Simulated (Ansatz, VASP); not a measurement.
**Rh in VASP and in Ansatz**

```
Rh
1.0
     0.00000    1.91525    1.91525
     1.91525    0.00000    1.91525
     1.91525    1.91525    0.00000
Rh
1
Direct
  0.50000 0.50000 0.50000
```

Alike in both runs: task relaxation of cell and atoms; functional PBE; k mesh 24 × 24 × 24; occupations gaussian, width 0.1 eV; no spin polarisation.

|  | VASP | Ansatz |
| --- | --- | --- |
| version | VASP 6.6.1 | Ansatz 0.2.0 |
| potentials or method | VASP PAW PBE potentials, release 64 (Rh_pv), cutoff 600 eV | scalar-relativistic, plane waves, PAW |
| valence electrons in the cell | 15 | 17 |

```csv
,VASP,Ansatz,Ansatz less VASP
"gap on the k mesh at the Fermi level, each at its own relaxed structure (eV)",none,none,-
relaxed volume (Å³/atom),14.04,14.04,+0.006
relaxed cell length with the largest relative difference (Å),2.708,2.708,+0.0004
```

A gap of «none» marks a metal or a gap that the smearing closes. VASP's potentials hold 15 valence electrons a cell and Ansatz's 17, so a difference there can come from the potentials and not from the codes.
